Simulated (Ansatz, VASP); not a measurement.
**Pb: VASP beside Ansatz**

File INCAR:

```
PREC = Accurate
ENCUT = 520
EDIFF = 1E-6
ISMEAR = 0
SIGMA = 0.05
LREAL = F
LASPH = T
NELM = 100
ALGO = Fast
ISIF = 2
LWAVE = F
LCHARG = T
GGA = PE
LELF = T
LVHAR = T
NBANDS = 13
```

File KPOINTS:

```
regular mesh
0
Gamma
  16 16 16
```

POSCAR

```
Pb
1.0
   -1.9644078570      1.9644078570      1.9644078570
    1.9644078570     -1.9644078570      1.9644078570
    1.9644078570      1.9644078570     -1.9644078570
Pb
1
Direct
    0.0000000000      0.0000000000      0.0000000000
```

Input for Ansatz:

```yaml
crystal:
  lattice:
    - [-1.964407857, 1.964407857, 1.964407857]
    - [1.964407857, -1.964407857, 1.964407857]
    - [1.964407857, 1.964407857, -1.964407857]
  atoms:
    - { symbol: Pb, position: [0.0, 0.0, 0.0] }
basis:
  ecutwfc: 600
  ecutrho_ratio: 5
kpoints:
  mp_grid: { grid: [16, 16, 16] }
hamiltonian:
  xc: pbe
scf:
  occupations: { method: gaussian, width: 0.05 }
output:
  forces: true
  stress: true
  eigenvalues: true
```

Alike in both runs: task single point; functional PBE; k mesh 16 × 16 × 16; occupations gaussian, width 0.05 eV; no spin polarisation.

|  | VASP | Ansatz |
| --- | --- | --- |
| version | VASP 6.6.1 | Ansatz 0.2.0 |
| potentials or method | VASP PAW PBE potentials, release 64 (Pb_d), cutoff 520 eV | scalar-relativistic, plane waves, PAW |
| valence electrons in the cell | 14 | 14 |

|  | VASP | Ansatz | Ansatz less VASP |
| --- | --- | --- | --- |
| gap on the k mesh at the Fermi level (eV) | none | none | - |
| pressure (GPa) | 2.2 | 2.2 | +0.02 |

A gap of «none» marks a metal or a gap that the smearing closes.

Neither program's run includes spin-orbit coupling.
